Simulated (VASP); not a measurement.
# AlN (P6_3mc) in VASP: a series of runs

AlN is run at these levels: PBE; tasks: single point, relaxation of cell and atoms, relaxation of the atoms.

Program: VASP 6.6.1. These are calculated values, not measurements. Logs are shortened: lines on timing, memory, paths and dates and some standing lists are left out, and cuts for length are marked.

**Measured values to compare with.**

“Structural and optical properties of self-assembled AlN nanowires grown on SiO2/Si substrates by molecular beam epitaxy”, 2024, arxiv:2402.00216 quotes, for a bulk crystal of AlN at 0 K: band gap 6.0343 eV (an exciton energy, a little under the gap).

How close the calculation comes is told below.

## 1. The cell of the first run

It takes space group P6_3mc (No. 186, hexagonal). The conventional cell has a = 3.113 Å, b = 3.113 Å, c = 4.981 Å, α = 90.00°, β = 90.00°, γ = 120.00°. Al (site symmetry 3m) has 4 N at 1.89 to 1.90 Å within 2.5 Å. N (site symmetry 3m) has 4 Al at 1.89 to 1.90 Å within 2.5 Å.

## 2. Single point, PBE

File INCAR:

```
SYSTEM = AlN
PREC = Accurate
ENCUT = 520
EDIFF = 1E-6
ISMEAR = 0
SIGMA = 0.05
LREAL = .FALSE.
LASPH = .TRUE.
NELM = 100
ALGO = Normal
ISIF = 2
LWAVE = .FALSE.
LCHARG = .FALSE.
GGA = PE
NBANDS = 16
```

File KPOINTS:

```
regular mesh
0
G
  10 10 6
  0 0 0
```

File POSCAR:

```
AlN
1.0
    3.1130000000      0.0000000000      0.0000000000
   -1.5565000000      2.6959370820      0.0000000000
    0.0000000000      0.0000000000      4.9810000000
Al N
2 2
Direct
    0.3333333333      0.6666666667     -0.0010024920
    0.6666666667      0.3333333333      0.4989975080
    0.3333333333      0.6666666667      0.3810024920
    0.6666666667      0.3333333333      0.8810024920
```

Potentials or basis: VASP PAW PBE potentials, release 64 (Al, N).

Command:

```
$ cat potpaw_PBE.64/Al/POTCAR potpaw_PBE.64/N/POTCAR > POTCAR
$ mpirun -np 1 vasp_std > vasp.out
```

OUTCAR:

```text
SYSTEM = AlN
   PREC = Accurate
   ENCUT = 520
   EDIFF = 1E-6
   ISMEAR = 0
   LREAL = .FALSE.
   LASPH = .TRUE.
   NELM = 100
   ISIF = 2
   GGA = PE

 ion  position               nearest neighbor table
   1  0.333  0.667  0.999-   4 1.89   4 1.89   4 1.89   3 1.90   2 3.07   2 3.07   2 3.07   2 3.07
                             2 3.07   2 3.07
   2  0.667  0.333  0.499-   3 1.89   3 1.89   3 1.89   4 1.90   1 3.07   1 3.07   1 3.07   1 3.07
                             1 3.07   1 3.07
   3  0.333  0.667  0.381-   2 1.89   2 1.89   2 1.89   1 1.90
   4  0.667  0.333  0.881-   1 1.89   1 1.89   1 1.89   2 1.90

  LATTYP: Found a hexagonal cell.
 ALAT       =     3.1130000000
 C/A-ratio  =     1.6000642467

  Lattice vectors:

 A1 = (   3.1130000000,   0.0000000000,   0.0000000000)
 A2 = (  -1.5565000000,   2.6959370820,   0.0000000000)
 A3 = (   0.0000000000,   0.0000000000,   4.9810000000)

Analysis of symmetry for initial positions (statically):
=====================================================================
 Subroutine PRICEL returns:
 Original cell was already a primitive cell.

 Routine SETGRP: Setting up the symmetry group for a
 hexagonal supercell.

 Subroutine GETGRP returns: Found 12 space group operations
 (whereof  6 operations were pure point group operations)
 out of a pool of 24 trial point group operations.

The static configuration has the point symmetry C_3v.
 The point group associated with its full space group is C_6v.

Analysis of symmetry for dynamics (positions and initial velocities):
=====================================================================
 Subroutine PRICEL returns:
 Original cell was already a primitive cell.

 Routine SETGRP: Setting up the symmetry group for a
 hexagonal supercell.

 Subroutine GETGRP returns: Found 12 space group operations
 (whereof  6 operations were pure point group operations)
 out of a pool of 24 trial point group operations.

The dynamic configuration has the point symmetry C_3v.
 The point group associated with its full space group is C_6v.

 Subroutine INISYM returns: Found 12 space group operations
 (whereof  6 operations are pure point group operations),
 and found     1 'primitive' translations

----------------------------------------------------------------------------------------

                                     Primitive cell

  volume of cell :      41.8028

  direct lattice vectors                    reciprocal lattice vectors
     3.113000000  0.000000000  0.000000000     0.321233537  0.185464269  0.000000000
    -1.556500000  2.695937082  0.000000000     0.000000000  0.370928538  0.000000000
     0.000000000  0.000000000  4.981000000     0.000000000  0.000000000  0.200762899

  length of vectors
     3.113000000  3.113000000  4.981000000     0.370928538  0.370928538  0.200762899

  position of ions in fractional coordinates (direct lattice)
     0.333333333  0.666666667  0.998997508
     0.666666667  0.333333333  0.498997508
     0.333333333  0.666666667  0.381002492
     0.666666667  0.333333333  0.881002492

  ion indices of the primitive-cell ions
   primitive index   ion index
                 1           1
                 2           2
                 3           3
                 4           4

----------------------------------------------------------------------------------------

 KPOINTS: regular mesh

Automatic generation of k-mesh.
 Grid dimensions read from file:
 generate k-points for:   10   10    6

 Generating k-lattice:

  Cartesian coordinates                     Fractional coordinates (reciprocal lattice)
     0.032123354  0.018546427  0.000000000     0.100000000  0.000000000  0.000000000
     0.000000000  0.037092854  0.000000000     0.000000000  0.100000000  0.000000000
     0.000000000  0.000000000  0.033460483     0.000000000  0.000000000  0.166666667

  Length of vectors
     0.037092854  0.037092854  0.033460483

  Shift w.r.t. Gamma in fractional coordinates (k-lattice)
     0.000000000  0.000000000  0.000000000

 Subroutine IBZKPT returns following result:
 ===========================================

 Found     56 irreducible k-points:

 Following reciprocal coordinates:
            Coordinates               Weight
  0.000000  0.000000  0.000000      1.000000
  0.100000 -0.000000  0.000000      6.000000
  0.200000 -0.000000  0.000000      6.000000
  0.300000 -0.000000  0.000000      6.000000
  0.400000  0.000000  0.000000      6.000000
  0.500000 -0.000000  0.000000      3.000000
[... 16 lines left out ...]
  0.300000  0.100000  0.166667     24.000000
  0.400000  0.100000  0.166667     24.000000
 [... further k-points ...]
   k-points           NKPTS =     56   k-points in BZ     NKDIM =     56   number of bands    NBANDS=     16
   number of dos      NEDOS =    301   number of ions     NIONS =      4
   total plane-waves  NPLWV =  23040
   dimension x,y,z NGX =    24 NGY =   24 NGZ =   40
   dimension x,y,z NGXF=    48 NGYF=   48 NGZF=   80
   ions per type =               2   2
   NGX,Y,Z   is equivalent  to a cutoff of  12.82, 12.82, 13.35 a.u.
   NGXF,Y,Z  is equivalent  to a cutoff of  25.63, 25.63, 26.70 a.u.
 SYSTEM =  AlN
   PREC   = accura    normal or accurate (medium, high low for compatibility)
   ISTART =      0    job   : 0-new  1-cont  2-samecut
   ICHARG =      2    charge: 1-file 2-atom 10-const
   ISPIN  =      1    spin polarized calculation?
   LNONCOLLINEAR =      F non collinear calculations
   LSORBIT =      F    spin-orbit coupling
   LASPH  =      T    aspherical Exc in radial PAW
   ENCUT  =  520.0 eV  38.22 Ry    6.18 a.u.   5.79  5.79  9.26*2*pi/ulx,y,z
   NELM   =    100;   NELMIN=  2; NELMDL= -5     # of ELM steps
   EDIFF  = 0.1E-05   stopping-criterion for ELM
   LREAL  =      F    real-space projection
   EDIFFG = 0.1E-04   stopping-criterion for IOM
   NSW    =      0    number of steps for IOM
   IBRION =     -1    ionic relax: 0-MD 1-quasi-New 2-CG
   NFREE  =      0    steps in history (QN), initial steepest desc. (CG)
   ISIF   =      2    stress and relaxation
   ISYM   =      2    0-nonsym 1-usesym 2-fastsym
   POTIM  = 0.5000    time-step for ionic-motion
   TEBEG  =    0.0;   TEEND  =   0.0 temperature during run
   PSTRESS=    0.0 pullay stress
   NELECT =      16.0000    total number of electrons
   NUPDOWN=      -1.0000    fix difference up-down
   EMIN   =  10.00;   EMAX   =-10.00  energy-range for DOS
   EFERMI =   0.00;   METHOD = LEGACY
   ISMEAR =     0;   SIGMA  =   0.05  broadening in eV -4-tet -1-fermi 0-gaus
   EFERMI_NEDOS =   21; number of points for ismear=-14 and -15
   IALGO  =     38    algorithm
   IMIX   =      4    mixing-type and parameters
     AMIX     =   0.40;   BMIX     =  1.00
     AMIX_MAG =   1.60;   BMIX_MAG =  1.00
  volume/ion in A,a.u.               =      10.45        70.52
  Fermi-wavevector in a.u.,A,eV,Ry     =   1.188629  2.246183 19.222843  1.412839
  Thomas-Fermi vector in A             =   2.324754
   LORBIT       =      0    0 simple, 1 ext, 2 COOP (PROOUT), +10 PAW based schemes
   GGA     = PE    functional components
   LHFCALC =     F    Hartree Fock is set to
   AEXX    =    0.0000 exact exchange contribution
   IVDW    =     0    specifies the selected vdW correction
   LEPSILON=     F    determine dielectric tensor
   LRPA    =     F    only Hartree local field effects (RPA)
 non-spin polarized calculation
 Gauss-broadening in eV      SIGMA  =   0.05
  energy-cutoff  :      520.00
  volume of cell :       41.80
 maximum number of plane-waves:      1142
 NGX is ok and might be reduce to    24
   NGX = 11   NGY = 11   NGZ = 19

 number of electron      15.9999997 magnetization

 Free energy of the ion-electron system (eV)
  ---------------------------------------------------
  ext. energy  EPLUGINS =         0.00000000
  ---------------------------------------------------
  free energy    TOTEN  =       -29.77254452 eV

  energy without entropy =      -29.77254452  energy(sigma->0) =      -29.77254452

 E-fermi :   6.3849     XC(G=0): -10.9068

 val. band max:        6.1536351768   @ k =   0.0000   0.0000   0.0000
 cond. band min:      10.3472360273   @ k =   0.0000   0.0000   0.0000
 fundamental gap:      4.1936008505
 Fermi energy:         6.3848757836

 k-point     1 :       0.0000    0.0000    0.0000
  band No.  band energies     occupation
      1      -9.0375      2.00000
      2      -6.8906      2.00000
      3       0.1600      2.00000
      4       5.2760      2.00000
      5       5.2760      2.00000
      6       5.9281      2.00000
[... 8 lines left out ...]
     15      19.2700      0.00000
     16      19.2700      0.00000

 k-point     2 :       0.1000   -0.0000    0.0000
  band No.  band energies     occupation
      1      -8.9106      2.00000
      2      -6.8192      2.00000
      3       0.3112      2.00000
      4       4.6972      2.00000
      5       5.1130      2.00000
      6       5.3620      2.00000
[... 8 lines left out ...]
     15      19.2318      0.00000
     16      19.3269      0.00000

 k-point     3 :       0.2000   -0.0000    0.0000
  band No.  band energies     occupation
      1      -8.5460      2.00000
      2      -6.6332      2.00000
      3       0.7533      2.00000
      4       3.3926      2.00000
      5       4.2569      2.00000
      6       4.7587      2.00000
[... 8 lines left out ...]
     15      18.3931      0.00000
     16      18.8663      0.00000

 k-point     4 :       0.3000   -0.0000    0.0000
  band No.  band energies     occupation
      1      -8.0009      2.00000
      2      -6.4235      2.00000
      3       1.4431      2.00000
      4       2.0390      2.00000
      5       3.1447      2.00000
      6       4.3976      2.00000
[... 8 lines left out ...]
     15      18.2071      0.00000
     16      20.0968      0.00000

 k-point     5 :       0.4000    0.0000    0.0000
  band No.  band energies     occupation
      1      -7.4049      2.00000
      2      -6.3339      2.00000
      3       1.0543      2.00000
      4       2.2337      2.00000
      5       2.3485      2.00000
      6       4.1426      2.00000
[... 8 lines left out ...]
     15      18.5762      0.00000
     16      21.2159      0.00000

 k-point     6 :       0.5000   -0.0000    0.0000
  band No.  band energies     occupation
      1      -7.0755      2.00000
      2      -6.3804      2.00000
      3       0.6985      2.00000
      4       1.9823      2.00000
      5       2.8057      2.00000
      6       4.0517      2.00000
[... 8 lines left out ...]
     15      18.9552      0.00000
     16      21.2783      0.00000
[... 267 lines left out ...]
 k-point    21 :       0.1000    0.1000    0.1667
  band No.  band energies     occupation
      1      -8.5636      2.00000
      2      -6.8725      2.00000
      3       0.9021      2.00000
      4       4.0710      2.00000
      5       4.0826      2.00000
      6       4.9909      2.00000
[... 8 lines left out ...]
     15      18.6198      0.00000
     16      19.4838      0.00000

 k-point    22 :       0.2000    0.1000    0.1667
  band No.  band energies     occupation
      1      -8.1150      2.00000
      2      -6.6372      2.00000
      3       1.2886      2.00000
      4       2.8441      2.00000
      5       3.3024      2.00000
      6       4.4879      2.00000
[... 8 lines left out ...]
     15      18.5435      0.00000
     16      19.8576      0.00000

 k-point    23 :       0.3000    0.1000    0.1667
  band No.  band energies     occupation
      1      -7.5488      2.00000
      2      -6.4332      2.00000
      3       1.2435      2.00000
      4       2.0898      2.00000
      5       2.8428      2.00000
      6       4.0163      2.00000
[... 8 lines left out ...]
     15      18.5132      0.00000
     16      20.5597      0.00000

 k-point    24 :       0.4000    0.1000    0.1667
  band No.  band energies     occupation
      1      -7.0567      2.00000
      2      -6.3942      2.00000
      3       0.7387      2.00000
      4       1.7490      2.00000
      5       3.0830      2.00000
      6       3.8519      2.00000
[... 8 lines left out ...]
     15      18.7504      0.00000
     16      21.0488      0.00000

 [... further k-points ...]

------------------------ aborting loop because EDIFF is reached ----------------------------------------

  FORCE on cell =-STRESS in cart. coord.  units (eV):
  Direction    XX          YY          ZZ          XY          YZ          ZX
  --------------------------------------------------------------------------------------
  -------------------------------------------------------------------------------------
  Total        0.8712959      0.8712959      0.9382968      0.0000000     -0.0000000     -0.0000000
  in kB       33.3941846     33.3941846     35.9621309      0.0000000     -0.0000000     -0.0000000
  external PRESSURE =      34.2501667 kB  Pullay stress =       0.0000000 kB

 VOLUME and BASIS-vectors are now :
 -----------------------------------------------------------------------------
  energy-cutoff  :      520.00
  volume of cell :       41.80
      direct lattice vectors                 reciprocal lattice vectors
     3.113000000  0.000000000  0.000000000     0.321233537  0.185464269  0.000000000
    -1.556500000  2.695937082  0.000000000     0.000000000  0.370928538  0.000000000
     0.000000000  0.000000000  4.981000000     0.000000000  0.000000000  0.200762899

 POSITION                                       TOTAL-FORCE (eV/Angst)
 -----------------------------------------------------------------------------------
     -0.00000      1.79729      4.97601         0.000000     -0.000000      0.000649
      1.55650      0.89865      2.48551        -0.000000      0.000000      0.000649
     -0.00000      1.79729      1.89777         0.000000      0.000000     -0.000649
      1.55650      0.89865      4.38827        -0.000000     -0.000000     -0.000649
 -----------------------------------------------------------------------------------
    total drift:                               -0.000000      0.000000      0.000410

  FREE ENERGIE OF THE ION-ELECTRON SYSTEM (eV)
  ---------------------------------------------------
  free  energy   TOTEN  =       -29.7725445183 eV

  energy  without entropy=      -29.7725445183  energy(sigma->0) =      -29.77254452
```

It took 17 s on 1 thread of Intel Xeon Platinum 8488C (Sapphire Rapids), shared host; peak memory 0.17 GiB.

Results:

```
Free energy            : -29.7725 eV
Pressure               : 3.4 GPa
Band gap on the k mesh : 4.19 eV
```

Stress tensor (GPa, compression positive):
```
3.34 0.00 0.00
0.00 3.34 0.00
0.00 0.00 3.60
```

Caveat: the cell stands under pressure. A k mesh can miss the band edges.

[end of part 1 of 2]
